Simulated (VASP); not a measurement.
VN2: relaxation of shape and atoms at fixed volume with PBE

Crystal: VN2.

```
V N
1.0
    -2.11134    2.11134    2.42903
     2.11134   -2.11134    2.42903
     2.11134    2.11134   -2.42903
V N
2 4
Direct
  0.25000 0.25000 0.00000
  0.75000 0.75000 0.00000
  0.11432 0.61432 0.72864
  0.61432 0.88568 0.50000
  0.88568 0.38568 0.27136
  0.38568 0.11432 0.50000
```

```yaml
Program: VASP 6.6.1
Task: relaxation of shape and atoms at fixed volume
Functional: PBE
Potentials_or_basis: VASP PAW PBE potentials, release 64 (V_sv, N)
Cutoff: 600 eV
k_mesh: 12 × 12 × 12
Occupations: gaussian, width 0.1 eV
Spin: no spin polarisation
Dipole_correction: no
Further_INCAR_settings: ALGO = Fast; EDIFF = 1e-06; IBRION = 2; EDIFFG = -0.01; NSW = 50; ISIF = 4
```

```
Energy gained by relaxing    : 0.5 meV/atom
Ionic steps                  : 5
Pressure after relaxing      : 22.7 GPa
Largest force after relaxing : 0.004 eV/Å
Band gap on the k mesh       : zero (bands 23 and 24 overlap by 0.42 eV)
```

Forces in eV/Å, atoms in the order of the input:
```
V    0.000  0.000  0.000
V    0.000  0.000  0.000
N    0.003  0.003  0.000
N   -0.003  0.003  0.000
N   -0.003 -0.003  0.000
N    0.003 -0.003  0.000
```

The path:
| step | energy change (eV) | largest force (eV/Å) | pressure (GPa) | volume (Å³) |
| --- | --- | --- | --- | --- |
| 1 | 0.0000 | 0.2889 | 23.27 | 43.31 |
| 2 | 0.0058 | 0.4752 | 21.77 | 43.31 |
| 3 | -0.0031 | 0.0062 | 22.62 | 43.31 |
| 4 | -0.0031 | 0.0006 | 22.72 | 43.31 |
| 5 | -0.0032 | 0.0044 | 22.72 | 43.31 |

Final structure:
```cif
data_structure
_symmetry_space_group_name_H-M 'P 1'
_symmetry_Int_Tables_number 1
_cell_length_a 3.8486
_cell_length_b 3.8486
_cell_length_c 3.8486
_cell_angle_alpha 113.405
_cell_angle_beta 113.405
_cell_angle_gamma 101.862
_cell_volume 43.31
loop_
_atom_site_label
_atom_site_type_symbol
_atom_site_fract_x
_atom_site_fract_y
_atom_site_fract_z
_atom_site_occupancy
V1 V 0.25000 0.25000 0.00000 1
V2 V 0.75000 0.75000 0.00000 1
N1 N 0.11513 0.61513 0.73026 1
N2 N 0.61513 0.88487 0.50000 1
N3 N 0.88487 0.38487 0.26974 1
N4 N 0.38487 0.11513 0.50000 1
```

Levels at points of the mesh, in eV from the Fermi level:
```csv
k point,band 19,band 20,band 21,band 22,band 23,band 24,band 25,band 26,band 27
"(0.00, 0.00, 0.00)",-3.42,-3.21,-2.95,-2.81,-2.81,0.81,1.02,1.02,1.53
"(0.50, 0.00, 0.00)",-3.65,-3.65,-3.44,-3.44,0.15,0.15,0.81,0.81,1.17
"(0.50, 0.50, 0.00)",-5.35,-4.83,-3.05,-2.84,-1.51,0.01,0.90,1.19,2.06
"(0.50, 0.50, 0.50)",-5.01,-2.27,-2.27,-0.37,-0.28,-0.07,-0.02,0.00,2.01
```

Run time: 14 min on 1 thread of Oxide Virtual Turin-like Processor (shared host), peak memory 0.3 GiB.

Caveat: the run has no spin polarisation, though such a crystal can be magnetic. With open d or f shells a metallic result of PBE can be an artefact of self-interaction; +U or a hybrid may open a gap.
